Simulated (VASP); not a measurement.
# Mg (I4/mmm) in VASP: a series of runs, part 2 of 2

VASP 6.6.1. The steps go on from the part before.

### 5 Single point, PBE+D3(BJ)

Input file INCAR:

```
ALGO = Normal
EDIFF = 1E-6
ENCUT = 600
GGA = PE
GGA_COMPAT = F
ISIF = 2
ISMEAR = 0
IVDW = 12
LASPH = T
LCHARG = F
LREAL = F
LWAVE = F
NBANDS = 7
NELM = 120
PREC = Accurate
SIGMA = 0.1
```

Input file KPOINTS:

```
k-points
0
Gamma
  6 6 6
```

Input file POSCAR:

```
Mg
1.0
   -1.8359916300      1.8359916300      1.6794040200
    1.8359916300     -1.8359916300      1.6794040200
    1.8359916300      1.8359916300     -1.6794040200
Mg
1
Direct
    0.0000000000      0.0000000000      0.0000000000
```

Potentials or basis: VASP PAW PBE potentials, release 64 (Mg).

On the command line:

```
cat potpaw_PBE.64/Mg/POTCAR > POTCAR
mpirun -np 1 vasp_std > vasp.out
```

OUTCAR:

```text
EDIFF = 1E-6
   ENCUT = 600
   GGA = PE
   ISIF = 2
   ISMEAR = 0
   IVDW = 12
   LASPH = T
   LREAL = F
   NELM = 120
   PREC = Accurate
 IVDW          = 12

 ion  position               nearest neighbor table
   1  0.000  0.000  0.000-

  LATTYP: Found a body centered tetragonal cell.
 ALAT       =     3.6719832600
 C/A-ratio  =     0.9147122419

  Lattice vectors:

 A1 = (  -1.8359916300,   1.8359916300,   1.6794040200)
 A2 = (   1.8359916300,  -1.8359916300,   1.6794040200)
 A3 = (   1.8359916300,   1.8359916300,  -1.6794040200)

Analysis of symmetry for initial positions (statically):
=====================================================================
 Subroutine PRICEL returns:
 Original cell was already a primitive cell.

 Routine SETGRP: Setting up the symmetry group for a
 body centered tetragonal supercell.

 Subroutine GETGRP returns: Found 16 space group operations
 (whereof 16 operations were pure point group operations)
 out of a pool of 16 trial point group operations.

The static configuration has the point symmetry D_4h.

Analysis of symmetry for dynamics (positions and initial velocities):
=====================================================================
 Subroutine PRICEL returns:
 Original cell was already a primitive cell.

 Routine SETGRP: Setting up the symmetry group for a
 body centered tetragonal supercell.

 Subroutine GETGRP returns: Found 16 space group operations
 (whereof 16 operations were pure point group operations)
 out of a pool of 16 trial point group operations.

The dynamic configuration has the point symmetry D_4h.

 Subroutine INISYM returns: Found 16 space group operations
 (whereof 16 operations are pure point group operations),
 and found     1 'primitive' translations

----------------------------------------------------------------------------------------

                                     Primitive cell

  volume of cell :      22.6442

  direct lattice vectors                    reciprocal lattice vectors
    -1.835991630  1.835991630  1.679404020     0.000000000  0.272332396  0.297724665
     1.835991630 -1.835991630  1.679404020     0.272332396  0.000000000  0.297724665
     1.835991630  1.835991630 -1.679404020     0.272332396  0.272332396  0.000000000

  length of vectors
     3.092269133  3.092269133  3.092269133     0.403490905  0.403490905  0.385136168

  position of ions in fractional coordinates (direct lattice)
     0.000000000  0.000000000  0.000000000

  ion indices of the primitive-cell ions
   primitive index   ion index
                 1           1

----------------------------------------------------------------------------------------

 KPOINTS: k-points

Automatic generation of k-mesh.
 Grid dimensions read from file:
 generate k-points for:    6    6    6

 Generating k-lattice:

  Cartesian coordinates                     Fractional coordinates (reciprocal lattice)
     0.000000000  0.045388733  0.049620778     0.166666667  0.000000000  0.000000000
     0.045388733  0.000000000  0.049620778     0.000000000  0.166666667  0.000000000
     0.045388733  0.045388733  0.000000000     0.000000000  0.000000000  0.166666667

  Length of vectors
     0.067248484  0.067248484  0.064189361

  Shift w.r.t. Gamma in fractional coordinates (k-lattice)
     0.000000000  0.000000000  0.000000000

 Subroutine IBZKPT returns following result:
 ===========================================

 Found     30 irreducible k-points:

 Following reciprocal coordinates:
            Coordinates               Weight
  0.000000  0.000000  0.000000      1.000000
  0.166667 -0.000000  0.000000      8.000000
  0.333333  0.000000  0.000000      8.000000
  0.500000 -0.000000  0.000000      4.000000
  0.166667  0.166667  0.000000      8.000000
  0.333333  0.166667 -0.000000     16.000000
[... 16 lines left out ...]
 -0.333333 -0.333333  0.166667      8.000000
 -0.166667 -0.333333  0.166667      8.000000
 [... further k-points ...]
   k-points           NKPTS =     30   k-points in BZ     NKDIM =     30   number of bands    NBANDS=      7
   number of dos      NEDOS =    301   number of ions     NIONS =      1
   total plane-waves  NPLWV =  21952
   dimension x,y,z NGX =    28 NGY =   28 NGZ =   28
   dimension x,y,z NGXF=    56 NGYF=   56 NGZF=   56
   ions per type =               1
   NGX,Y,Z   is equivalent  to a cutoff of  15.05, 15.05, 15.05 a.u.
   NGXF,Y,Z  is equivalent  to a cutoff of  30.11, 30.11, 30.11 a.u.
 SYSTEM =  unknown system
   PREC   = accura    normal or accurate (medium, high low for compatibility)
   ISTART =      0    job   : 0-new  1-cont  2-samecut
   ICHARG =      2    charge: 1-file 2-atom 10-const
   ISPIN  =      1    spin polarized calculation?
   LNONCOLLINEAR =      F non collinear calculations
   LSORBIT =      F    spin-orbit coupling
   LASPH  =      T    aspherical Exc in radial PAW
   ENCUT  =  600.0 eV  44.10 Ry    6.64 a.u.   6.18  6.18  6.18*2*pi/ulx,y,z
   NELM   =    120;   NELMIN=  2; NELMDL= -5     # of ELM steps
   EDIFF  = 0.1E-05   stopping-criterion for ELM
   LREAL  =      F    real-space projection
   EDIFFG = 0.1E-04   stopping-criterion for IOM
   NSW    =      0    number of steps for IOM
   IBRION =     -1    ionic relax: 0-MD 1-quasi-New 2-CG
   NFREE  =      0    steps in history (QN), initial steepest desc. (CG)
   ISIF   =      2    stress and relaxation
   ISYM   =      2    0-nonsym 1-usesym 2-fastsym
   POTIM  = 0.5000    time-step for ionic-motion
   TEBEG  =    0.0;   TEEND  =   0.0 temperature during run
   PSTRESS=    0.0 pullay stress
   NELECT =       2.0000    total number of electrons
   NUPDOWN=      -1.0000    fix difference up-down
   EMIN   =  10.00;   EMAX   =-10.00  energy-range for DOS
   EFERMI =   0.00;   METHOD = LEGACY
   ISMEAR =     0;   SIGMA  =   0.10  broadening in eV -4-tet -1-fermi 0-gaus
   EFERMI_NEDOS =   21; number of points for ismear=-14 and -15
   IALGO  =     38    algorithm
   IMIX   =      4    mixing-type and parameters
     AMIX     =   0.40;   BMIX     =  1.00
     AMIX_MAG =   1.60;   BMIX_MAG =  1.00
  volume/ion in A,a.u.               =      22.64       152.81
  Fermi-wavevector in a.u.,A,eV,Ry     =   0.729065  1.377732  7.231974  0.531535
  Thomas-Fermi vector in A             =   1.820694
   LORBIT       =      0    0 simple, 1 ext, 2 COOP (PROOUT), +10 PAW based schemes
   GGA     = PE    functional components
   LHFCALC =     F    Hartree Fock is set to
   AEXX    =    0.0000 exact exchange contribution
   IVDW    =    12    specifies the selected vdW correction
   LEPSILON=     F    determine dielectric tensor
   LRPA    =     F    only Hartree local field effects (RPA)
 non-spin polarized calculation
 Gauss-broadening in eV      SIGMA  =   0.10
  energy-cutoff  :      600.00
  volume of cell :       22.64
 maximum number of plane-waves:       775
 NGX is ok and might be reduce to    28
   NGX = 13   NGY = 13   NGZ = 13

 number of electron       2.0000000 magnetization

 Free energy of the ion-electron system (eV)
  ---------------------------------------------------
  ext. energy  EPLUGINS =         0.00000000
  ---------------------------------------------------
  free energy    TOTEN  =        -1.46390829 eV

  energy without entropy =       -1.45952233  energy(sigma->0) =       -1.46171531

 E-fermi :   2.8598     XC(G=0):  -8.5359

 val. band max:        2.8406484950   @ k =  -0.1667   0.5000   0.1667
 cond. band min:       2.8932468926   @ k =   0.3333   0.3333   0.0000
 fundamental gap:      0.0525983976
 Fermi energy:         2.8598422148

 k-point     1 :       0.0000    0.0000    0.0000
  band No.  band energies     occupation
      1      -4.2827      2.00000
      2      14.6846      0.00000
      3      16.5402      0.00000
      4      16.5402      0.00000
      5      16.8702      0.00000
      6      17.0914      0.00000
      7      17.0914      0.00000
[... 221 lines left out ...]
 k-point    24 :      -0.1667   -0.3333    0.1667
  band No.  band energies     occupation
      1      -0.6967      2.00000
      2       6.3384      0.00000
      3       9.1116      0.00000
      4      10.7399      0.00000
      5      13.5734      0.00000
      6      15.6890      0.00000
      7      18.0142      0.00000

 [... further k-points ...]

------------------------ aborting loop because EDIFF is reached ----------------------------------------

 Edisp (eV)   -0.28756

 E8    (eV) :    -0.1261

  FORCE on cell =-STRESS in cart. coord.  units (eV):
  Direction    XX          YY          ZZ          XY          YZ          ZX
  --------------------------------------------------------------------------------------
  -------------------------------------------------------------------------------------
  Total      -0.40576    -0.40576     0.17511     0.00000    -0.00000     0.00000
  in kB     -28.70900   -28.70900    12.38972     0.00000    -0.00000     0.00000
  external pressure =      -15.01 kB  Pullay stress =        0.00 kB

 VOLUME and BASIS-vectors are now :
 -----------------------------------------------------------------------------
  energy-cutoff  :      600.00
  volume of cell :       22.64
      direct lattice vectors                 reciprocal lattice vectors
    -1.835991630  1.835991630  1.679404020     0.000000000  0.272332396  0.297724665
     1.835991630 -1.835991630  1.679404020     0.272332396  0.000000000  0.297724665
     1.835991630  1.835991630 -1.679404020     0.272332396  0.272332396  0.000000000

 POSITION                                       TOTAL-FORCE (eV/Angst)
 -----------------------------------------------------------------------------------
      0.00000      0.00000      0.00000         0.000000      0.000000      0.000000
 -----------------------------------------------------------------------------------
    total drift:                                0.000000      0.000000      0.000000

  FREE ENERGIE OF THE ION-ELECTRON SYSTEM (eV)
  ---------------------------------------------------
  free  energy   TOTEN  =        -1.7514662519 eV

  energy  without entropy=       -1.7470802922  energy(sigma->0) =       -1.74927327
```

stdout:

```text
POSCAR found type information on POSCAR Mg
 POSCAR found :  1 types and       1 ions
 scaLAPACK will be used
 LDA part: xc-table for (Slater+PW92), standard interpolation
 POSCAR, INCAR and KPOINTS ok, starting setup
 FFT: planning ... GRIDC
 FFT: planning ... GRID_SOFT
 FFT: planning ... GRID
 WAVECAR not read
 entering main loop
```

Run time: 6.7 s. Hardware: 1 thread of Intel Xeon Platinum 8375C at 2.90GHz (Ice Lake), shared host; peak memory 0.16 GiB.

What came out:

```
Free energy                : -1.7515 eV
Pressure                   : -1.5 GPa
Band gap on the k mesh     : zero (bands 1 and 2 overlap by 4.55 eV)
Dispersion energy per atom : -0.288 eV
```

Caveat: the k points lie up to 0.42 Å⁻¹ apart, too coarse for converged energies and pressures of a metal; three body term missing.

### 6 Single point, r2SCAN

POSCAR is that of step 5.

Input file INCAR.step1:

```
PREC = Accurate
ENCUT = 660
ISMEAR = 0
SIGMA = 0.1
LREAL = False
LASPH = True
NELM = 120
NBANDS = 7
GGA = PE
ALGO = Normal
EDIFF = 1E-5
LWAVE = True
LCHARG = False
GGA_COMPAT = False
```

Input file INCAR.step2:

```
PREC = Accurate
ENCUT = 660
EDIFF = 1E-6
ISMEAR = 0
SIGMA = 0.1
LREAL = False
LASPH = True
NELM = 120
ALGO = Normal
ISIF = 2
LWAVE = False
LCHARG = False
METAGGA = R2SCAN
LMIXTAU = True
NBANDS = 7
ISTART = 1
GGA_COMPAT = False
```

Input file KPOINTS:

```
regular mesh
0
Gamma
  4 4 4
```

Potentials or basis: VASP PAW PBE potentials, release 64 (Mg).

On the command line:

```
cat potpaw_PBE.64/Mg/POTCAR > POTCAR
cp INCAR.step1 INCAR
mpirun -np 1 vasp_std > vasp.out
cp INCAR.step2 INCAR
mpirun -np 1 vasp_std > vasp.out
```

OUTCAR:

```text
PREC = Accurate
   ENCUT = 660
   EDIFF = 1E-6
   ISMEAR = 0
   LREAL = False
   LASPH = True
   NELM = 120
   ISIF = 2
   METAGGA = R2SCAN
   ISTART = 1

 ion  position               nearest neighbor table
   1  0.000  0.000  0.000-

  LATTYP: Found a body centered tetragonal cell.
 ALAT       =     3.6719832600
 C/A-ratio  =     0.9147122419

  Lattice vectors:

 A1 = (  -1.8359916300,   1.8359916300,   1.6794040200)
 A2 = (   1.8359916300,  -1.8359916300,   1.6794040200)
 A3 = (   1.8359916300,   1.8359916300,  -1.6794040200)

Analysis of symmetry for initial positions (statically):
=====================================================================
 Subroutine PRICEL returns:
 Original cell was already a primitive cell.

 Routine SETGRP: Setting up the symmetry group for a
 body centered tetragonal supercell.

 Subroutine GETGRP returns: Found 16 space group operations
 (whereof 16 operations were pure point group operations)
 out of a pool of 16 trial point group operations.

The static configuration has the point symmetry D_4h.
[... 145 lines left out ...]

  energy without entropy =       -4.14750369  energy(sigma->0) =       -4.15085536

 E-fermi :   2.4845     XC(G=0):  -9.0843

 val. band max:        2.4619652211   @ k =  -0.2500   0.5000   0.2500
 cond. band min:       2.8427125517   @ k =   0.5000   0.5000   0.2500
 fundamental gap:      0.3807473305
 Fermi energy:         2.4844964923

 k-point     1 :       0.0000    0.0000    0.0000
  band No.  band energies     occupation
      1      -4.7279      2.00000
      2      15.5019      0.00000
      3      17.4991      0.00000
      4      17.4991      0.00000
      5      17.8358      0.00000
      6      18.2160      0.00000
      7      18.2160      0.00000
[... 111 lines left out ...]
 k-point    13 :       0.5000    0.5000    0.5000
  band No.  band energies     occupation
      1       6.1776      0.00000
      2       6.1777      0.00000
      3       6.4474      0.00000
      4       7.1131      0.00000
      5       8.5176      0.00000
      6      11.7719      0.00000
      7      27.6848      0.00000

------------------------ aborting loop because EDIFF is reached ----------------------------------------

  FORCE on cell =-STRESS in cart. coord.  units (eV):
  Direction    XX          YY          ZZ          XY          YZ          ZX
  --------------------------------------------------------------------------------------
  -------------------------------------------------------------------------------------
  Total       -0.0056389     -0.0056389     -0.1885140      0.0000000      0.0000000      0.0000000
  in kB       -0.3989800     -0.3989800    -13.3382154      0.0000000      0.0000000      0.0000000
  external PRESSURE =      -4.7120585 kB  Pullay stress =       0.0000000 kB

 VOLUME and BASIS-vectors are now :
 -----------------------------------------------------------------------------
  energy-cutoff  :      660.00
  volume of cell :       22.64
      direct lattice vectors                 reciprocal lattice vectors
    -1.835991630  1.835991630  1.679404020     0.000000000  0.272332396  0.297724665
     1.835991630 -1.835991630  1.679404020     0.272332396  0.000000000  0.297724665
     1.835991630  1.835991630 -1.679404020     0.272332396  0.272332396  0.000000000

 POSITION                                       TOTAL-FORCE (eV/Angst)
 -----------------------------------------------------------------------------------
      0.00000      0.00000      0.00000        -0.000000      0.000000     -0.000000
 -----------------------------------------------------------------------------------
    total drift:                               -0.000000     -0.000000     -0.000000

  FREE ENERGIE OF THE ION-ELECTRON SYSTEM (eV)
  ---------------------------------------------------
  free  energy   TOTEN  =        -4.1542070256 eV

  energy  without entropy=       -4.1475036893  energy(sigma->0) =       -4.15085536
```

OUTCAR.step1:

```text
PREC = Accurate
   ENCUT = 660
   ISMEAR = 0
   LREAL = False
   LASPH = True
   NELM = 120
[... 332 lines left out ...]

 POSITION                                       TOTAL-FORCE (eV/Angst)
 -----------------------------------------------------------------------------------
      0.00000      0.00000      0.00000         0.000000      0.000000     -0.000000
 -----------------------------------------------------------------------------------
    total drift:                               -0.000000     -0.000000     -0.000000

  FREE ENERGIE OF THE ION-ELECTRON SYSTEM (eV)
  ---------------------------------------------------
  free  energy   TOTEN  =        -1.5103157684 eV

  energy  without entropy=       -1.5035463201  energy(sigma->0) =       -1.50693104
```

OSZICAR.step1:

```text
N       E                     dE             d eps       ncg     rms          rms(c)
DAV:   1    -0.476656709563E+00   -0.47666E+00   -0.73400E+02   203   0.223E+02
DAV:   2    -0.151639643540E+01   -0.10397E+01   -0.10378E+01   245   0.125E+01
DAV:   3    -0.151936980403E+01   -0.29734E-02   -0.29734E-02   252   0.839E-01
DAV:   4    -0.151937148418E+01   -0.16801E-05   -0.16802E-05   273   0.187E-02
DAV:   5    -0.151937148483E+01   -0.64855E-09   -0.67256E-09   252   0.277E-04    0.682E-01
DAV:   6    -0.151500662853E+01    0.43649E-02   -0.35028E-04   238   0.130E-01    0.436E-01
DAV:   7    -0.151030884199E+01    0.46978E-02   -0.16417E-03   196   0.232E-01    0.245E-02
DAV:   8    -0.151031576844E+01   -0.69265E-05   -0.10421E-05   259   0.193E-02
   1 F= -.15103158E+01 E0= -.15069310E+01  d E =-.676945E-02
```

It took 19 s on 1 thread of Intel Xeon Platinum 8375C at 2.90GHz (Ice Lake), shared host; peak memory 0.16 GiB.

What came out:

* Free energy: -4.1542 eV
* Pressure: -0.5 GPa
* Band gap on the k mesh: zero (bands 1 and 2 overlap by 4.74 eV)

Stress tensor (GPa, compression positive):
```
-0.04  0.00  0.00
 0.00 -0.04  0.00
 0.00  0.00 -1.33
```

Caveat: the k points lie up to 0.63 Å⁻¹ apart, too coarse for converged energies and pressures of a metal; the PAW data sets were made with another functional, which shifts forces and pressure a little.

### 7 Summary

```csv
level,spin,k mesh,cutoff (eV),smearing,gap on the mesh (eV),pressure (GPa)
PBEsol,off,5 × 5 × 5,600,fermi-dirac 0.051704 eV,none,-0.1
PBE,"collinear, zero start",4 × 4 × 4,600,gaussian 0.1 eV,none,0.2
PBE+D3(BJ),off,6 × 6 × 6,600,gaussian 0.1 eV,none,-1.5
r2SCAN,off,4 × 4 × 4,660,gaussian 0.1 eV,none,-0.5
```

Alike in all rows: task single point; potentials or basis VASP PAW PBE potentials, release 64 (Mg); cell as given.

Caveats: all runs use coarse meshes; the PAW data sets were made with another functional, which shifts forces and pressure a little (at least some runs); three body term missing (at least some runs).

Total energies depend on the potentials used, so only differences within one code and one set of settings carry meaning.
